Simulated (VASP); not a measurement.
# CuGe4 in VASP: relaxation of the atoms with PBE

Aim: the relaxation of the atoms of CuGe4 with PBE.

All numbers are computed with VASP 6.6.1; they aren't measurements. Logs are shortened: lines on timing, memory, paths and dates and some standing lists are left out, and cuts for length are marked.

### Step 1. The cell of the first run

The cell holds a slab with vacuum, 5 atoms: a = 4.074 Å, b = 4.074 Å, c = 19.856 Å, α = 90.00°, β = 90.00°, γ = 90.00°.

### Step 2. Relaxation of the atoms, PBE

INCAR reads:

```
PREC = Accurate
ENCUT = 520
EDIFF = 1E-7
ISMEAR = 0
SIGMA = 0.1
LREAL = False
LASPH = True
NELM = 100
ALGO = Normal
ISIF = 2
LWAVE = False
LCHARG = False
LDIPOL = True
IDIPOL = 3
DIPOL = 0.5 0.5 0.337
GGA = PE
IBRION = 2
NSW = 36
EDIFFG = -0.025
KPAR = 4
```

KPOINTS reads:

```
Automatic mesh
0
Gamma
  7 7 1
```

POSCAR reads:

```
CuGe4
1.0
    4.0740542205      0.0000000000      0.0000000000
    0.0000000000      4.0740542205      0.0000000000
    0.0000000000      0.0000000000     19.8557568590
Ge Cu
4 1
Selective dynamics
Direct
    0.0000000000      0.5000000000      0.2014529100  F F F
    0.0000000000      0.0000000000      0.2739958855  F F F
    0.5000000000      0.0000000000      0.3493666156  F F F
    0.5000000000      0.5000000000      0.4208228837  F F F
    0.8750000000      1.0000000000      0.4391250407  F F T
```

Potentials or basis: VASP PAW PBE potentials, release 64 (Ge_d, Cu).

Command:

```bash
$ cat potpaw_PBE.64/Ge_d/POTCAR potpaw_PBE.64/Cu/POTCAR > POTCAR
$ mpirun -np 4 vasp_std > vasp.out
```

OUTCAR:

```text
PREC = Accurate
   ENCUT = 520
   EDIFF = 1E-7
   ISMEAR = 0
   LREAL = False
   LASPH = True
   NELM = 100
   ISIF = 2
   GGA = PE
   IBRION = 2
   NSW = 36
   EDIFFG = -0.025

 ion  position               nearest neighbor table
   1  0.000  0.500  0.201-   2 2.49   2 2.49
   2  0.000  0.000  0.274-   1 2.49   1 2.49   3 2.53   3 2.53
   3  0.500  0.000  0.349-   5 2.35   4 2.48   4 2.48   2 2.53   2 2.53
   4  0.500  0.500  0.421-   3 2.48   3 2.48   5 2.57   5 2.57
   5  0.875  0.000  0.439-   3 2.35   4 2.57   4 2.57

  LATTYP: Found a simple tetragonal cell.
 ALAT       =     4.0740542205
 C/A-ratio  =     4.8737095248

  Lattice vectors:

 A1 = (   4.0740542205,   0.0000000000,   0.0000000000)
 A2 = (   0.0000000000,   4.0740542205,   0.0000000000)
 A3 = (   0.0000000000,   0.0000000000,  19.8557568590)

Analysis of symmetry for initial positions (statically):
=====================================================================
 Subroutine PRICEL returns:
 Original cell was already a primitive cell.

 Routine SETGRP: Setting up the symmetry group for a
 simple tetragonal supercell.

 Subroutine GETGRP returns: Found  2 space group operations
 (whereof  2 operations were pure point group operations)
 out of a pool of 16 trial point group operations.

The static configuration has the point symmetry C_1h.

Analysis of symmetry for dynamics (positions and initial velocities):
=====================================================================
 Subroutine PRICEL returns:
 Original cell was already a primitive cell.

 Routine SETGRP: Setting up the symmetry group for a
 simple tetragonal supercell.

 Subroutine GETGRP returns: Found  2 space group operations
 (whereof  2 operations were pure point group operations)
 out of a pool of 16 trial point group operations.

The dynamic configuration has the point symmetry C_1h.

Analysis of constrained symmetry for selective dynamics:
=====================================================================
 Subroutine PRICEL returns:
 Original cell was already a primitive cell.

 Routine SETGRP: Setting up the symmetry group for a
 simple tetragonal supercell.

 Subroutine GETGRP returns: Found  2 space group operations
 (whereof  2 operations were pure point group operations)
 out of a pool of 16 trial point group operations.

The constrained configuration has the point symmetry C_1h.

 Subroutine INISYM returns: Found  2 space group operations
 (whereof  2 operations are pure point group operations),
 and found     1 'primitive' translations

----------------------------------------------------------------------------------------

                                     Primitive cell

  volume of cell :     329.5642

  direct lattice vectors                    reciprocal lattice vectors
     4.074054220  0.000000000  0.000000000     0.245455742  0.000000000  0.000000000
     0.000000000  4.074054220  0.000000000     0.000000000  0.245455742  0.000000000
     0.000000000  0.000000000 19.855756859     0.000000000  0.000000000  0.050363228

  length of vectors
     4.074054220  4.074054220 19.855756859     0.245455742  0.245455742  0.050363228

  position of ions in fractional coordinates (direct lattice)
     0.000000000  0.500000000  0.201452910
     0.000000000  0.000000000  0.273995885
     0.500000000  0.000000000  0.349366616
     0.500000000  0.500000000  0.420822884
     0.875000000  0.000000000  0.439125041

  ion indices of the primitive-cell ions
   primitive index   ion index
                 1           1
                 2           2
                 3           3
                 4           4
                 5           5

----------------------------------------------------------------------------------------

 KPOINTS: Automatic mesh

Automatic generation of k-mesh.
 Grid dimensions read from file:
 generate k-points for:    7    7    1

 Generating k-lattice:

  Cartesian coordinates                     Fractional coordinates (reciprocal lattice)
     0.035065106  0.000000000  0.000000000     0.142857143  0.000000000  0.000000000
     0.000000000  0.035065106  0.000000000     0.000000000  0.142857143  0.000000000
     0.000000000  0.000000000  0.050363228     0.000000000  0.000000000  1.000000000

  Length of vectors
     0.035065106  0.035065106  0.050363228

  Shift w.r.t. Gamma in fractional coordinates (k-lattice)
     0.000000000  0.000000000  0.000000000

 Subroutine IBZKPT returns following result:
 ===========================================

 Found     16 irreducible k-points:

 Following reciprocal coordinates:
            Coordinates               Weight
  0.000000  0.000000  0.000000      1.000000
  0.142857  0.000000  0.000000      2.000000
  0.000000  0.142857  0.000000      2.000000
  0.285714  0.000000  0.000000      2.000000
  0.000000  0.285714  0.000000      2.000000
  0.428571  0.000000  0.000000      2.000000
[... 8 lines left out ...]
 -0.285714  0.428571  0.000000      4.000000
  0.428571  0.428571  0.000000      4.000000
   k-points           NKPTS =     16   k-points in BZ     NKDIM =     16   number of bands    NBANDS=     40
   number of dos      NEDOS =    301   number of ions     NIONS =      5
   total plane-waves  NPLWV = 135000
   dimension x,y,z NGX =    30 NGY =   30 NGZ =  150
   dimension x,y,z NGXF=    60 NGYF=   60 NGZF=  300
   ions per type =               4   1
   NGX,Y,Z   is equivalent  to a cutoff of  12.24, 12.24, 12.56 a.u.
   NGXF,Y,Z  is equivalent  to a cutoff of  24.48, 24.48, 25.12 a.u.
 SYSTEM =  unknown system
   PREC   = accura    normal or accurate (medium, high low for compatibility)
   ISTART =      0    job   : 0-new  1-cont  2-samecut
   ICHARG =      2    charge: 1-file 2-atom 10-const
   ISPIN  =      1    spin polarized calculation?
   LNONCOLLINEAR =      F non collinear calculations
   LSORBIT =      F    spin-orbit coupling
   LASPH  =      T    aspherical Exc in radial PAW
   ENCUT  =  520.0 eV  38.22 Ry    6.18 a.u.   7.58  7.58 36.92*2*pi/ulx,y,z
   NELM   =    100;   NELMIN=  2; NELMDL= -5     # of ELM steps
   EDIFF  = 0.1E-06   stopping-criterion for ELM
   LREAL  =      F    real-space projection
   EDIFFG = -.3E-01   stopping-criterion for IOM
   NSW    =     36    number of steps for IOM
   IBRION =      2    ionic relax: 0-MD 1-quasi-New 2-CG
   NFREE  =      1    steps in history (QN), initial steepest desc. (CG)
   ISIF   =      2    stress and relaxation
   ISYM   =      2    0-nonsym 1-usesym 2-fastsym
   POTIM  = 0.5000    time-step for ionic-motion
   TEBEG  =    0.0;   TEEND  =   0.0 temperature during run
   PSTRESS=    0.0 pullay stress
   NELECT =      67.0000    total number of electrons
   NUPDOWN=      -1.0000    fix difference up-down
   EMIN   =  10.00;   EMAX   =-10.00  energy-range for DOS
   EFERMI =   0.00;   METHOD = LEGACY
   ISMEAR =     0;   SIGMA  =   0.10  broadening in eV -4-tet -1-fermi 0-gaus
   EFERMI_NEDOS =   21; number of points for ismear=-14 and -15
   IALGO  =     38    algorithm
   IMIX   =      4    mixing-type and parameters
     AMIX     =   0.40;   BMIX     =  1.00
     AMIX_MAG =   1.60;   BMIX_MAG =  1.00
  volume/ion in A,a.u.               =      65.91       444.80
  Fermi-wavevector in a.u.,A,eV,Ry     =   0.962616  1.819080 12.607561  0.926630
  Thomas-Fermi vector in A             =   2.092090
   LORBIT       =      0    0 simple, 1 ext, 2 COOP (PROOUT), +10 PAW based schemes
   GGA     = PE    functional components
   LHFCALC =     F    Hartree Fock is set to
   AEXX    =    0.0000 exact exchange contribution
   IVDW    =     0    specifies the selected vdW correction
   LEPSILON=     F    determine dielectric tensor
   LRPA    =     F    only Hartree local field effects (RPA)
 conjugate gradient relaxation of ions
 non-spin polarized calculation
 Gauss-broadening in eV      SIGMA  =   0.10
  energy-cutoff  :      520.00
  volume of cell :      329.56
 maximum number of plane-waves:      8917
   NGX = 15   NGY = 15   NGZ = 73

 dipolmoment           0.000000      0.000000      0.085693 electrons x Angstroem

--------------------------------------- Ionic step        1  -------------------------------------------

 number of electron      66.9999947 magnetization

 Free energy of the ion-electron system (eV)
  ---------------------------------------------------
  ext. energy  EPLUGINS =         0.00000000
  ---------------------------------------------------
  free energy    TOTEN  =       -18.45569788 eV

  energy without entropy =      -18.44460762  energy(sigma->0) =      -18.45015275

------------------------ aborting loop because EDIFF is reached ----------------------------------------

  FORCE on cell =-STRESS in cart. coord.  units (eV):
  Direction    XX          YY          ZZ          XY          YZ          ZX
  --------------------------------------------------------------------------------------
  -------------------------------------------------------------------------------------
  Total       -2.2109416     -1.3765371      2.0332455      0.0000000      0.0000000      0.9023802
  in kB      -10.7484986     -6.6920389      9.8846285      0.0000000      0.0000000      4.3869237
  external PRESSURE =      -2.5186363 kB  Pullay stress =       0.0000000 kB
[... 141 lines left out ...]
  energy  without entropy=      -18.4507789130  energy(sigma->0) =      -18.45756388

--------------------------------------- Ionic step        5  -------------------------------------------

 number of electron      66.9999954 magnetization

 dipolmoment           0.000000      0.000000     -0.024920 electrons x Angstroem

 Free energy of the ion-electron system (eV)
  ---------------------------------------------------
  ext. energy  EPLUGINS =         0.00000000
  ---------------------------------------------------
  free energy    TOTEN  =       -18.46645138 eV

  energy without entropy =      -18.45368430  energy(sigma->0) =      -18.46006784

 E-fermi :  -1.5991     XC(G=0):  -4.1223

 val. band max:       -1.6113493396   @ k =   0.4286   0.1429   0.0000
 cond. band min:      -1.5741723582   @ k =   0.4286   0.0000   0.0000
 fundamental gap:      0.0371769813
 Fermi energy:        -1.5990664049

 k-point     1 :       0.0000    0.0000    0.0000
  band No.  band energies     occupation
      1     -26.2039      2.00000
      2     -26.2020      2.00000
      3     -26.1701      2.00000
      4     -26.1466      2.00000
      5     -26.1092      2.00000
      6     -25.9721      2.00000
[... 677 lines left out ...]
     39       2.8796      0.00000
     40       3.0553      0.00000

------------------------ aborting loop because EDIFF is reached ----------------------------------------

 vacuum level on the upper side and lower side of the slab       (xc-potential included)        -0.139         0.125

  FORCE on cell =-STRESS in cart. coord.  units (eV):
  Direction    XX          YY          ZZ          XY          YZ          ZX
  --------------------------------------------------------------------------------------
  -------------------------------------------------------------------------------------
  Total       -2.6566240     -1.6109518      1.5310745      0.0000000      0.0000000      0.5864721
  in kB      -12.9151845     -7.8316462      7.4433227      0.0000000      0.0000000      2.8511356
  external PRESSURE =      -4.4345026 kB  Pullay stress =       0.0000000 kB

 VOLUME and BASIS-vectors are now :
 -----------------------------------------------------------------------------
  energy-cutoff  :      520.00
  volume of cell :      329.56
      direct lattice vectors                 reciprocal lattice vectors
     4.074054220  0.000000000  0.000000000     0.245455742  0.000000000  0.000000000
     0.000000000  4.074054220  0.000000000     0.000000000  0.245455742  0.000000000
     0.000000000  0.000000000 19.855756859     0.000000000  0.000000000  0.050363228
[... 11 lines left out ...]
  FREE ENERGIE OF THE ION-ELECTRON SYSTEM (eV)
  ---------------------------------------------------
  free  energy   TOTEN  =       -18.4664513771 eV

  energy  without entropy=      -18.4536843040  energy(sigma->0) =      -18.46006784

 reached required accuracy - stopping structural energy minimisation

 vacuum level on the upper side and lower side of the slab         2.867         3.139
```

Wall time 7.5 min (4 MPI ranks of Intel Xeon Platinum 8259CL at 2.50GHz (Skylake/Cascade Lake), shared host); peak memory 0.51 GiB.

What came out:

```yaml
Free_energy: -18.4665 eV
Energy_gained_by_relaxing: 2.2 meV/atom
Ionic_steps: 5
Band_gap_on_the_k_mesh: zero (an odd number of electrons rules out a gap without spin polarisation)
```

The path:
| step | energy change (eV) | largest force on free atoms (eV/Å) | pressure (GPa) |
| --- | --- | --- | --- |
| 1 | 0.0000 | 0.2599 | -0.25 |
| 2 | -0.0030 | 0.2181 | -0.28 |
| 3 | -0.0090 | 0.1010 | -0.37 |
| 4 | -0.0087 | 0.1039 | -0.52 |
| 5 | -0.0108 | 0.0047 | -0.44 |

Final structure:
```cif
data_structure
_symmetry_space_group_name_H-M 'P 1'
_symmetry_Int_Tables_number 1
_cell_length_a 4.0741
_cell_length_b 4.0741
_cell_length_c 19.8558
_cell_angle_alpha 90.000
_cell_angle_beta 90.000
_cell_angle_gamma 90.000
_cell_volume 329.56
loop_
_atom_site_label
_atom_site_type_symbol
_atom_site_fract_x
_atom_site_fract_y
_atom_site_fract_z
_atom_site_occupancy
Ge1 Ge 0.00000 0.50000 0.20145 1
Ge2 Ge 0.00000 0.00000 0.27400 1
Ge3 Ge 0.50000 0.00000 0.34937 1
Ge4 Ge 0.50000 0.50000 0.42082 1
Cu1 Cu 0.87500 0.00000 0.44352 1
```

Levels at points of the mesh, in eV from the Fermi level:
```tsv
k point	band 31	band 32	band 33	band 34	band 35	band 36
(0.00, 0.00, 0.00)	-1.46	-0.61	-0.42	0.61	1.04	1.56
```

Caveat: an odd number of electrons without spin polarisation forces a metal; a magnetic or distorted state may lie lower.

The gap in the log of VASP goes by the Fermi energy; the results here count the filled bands.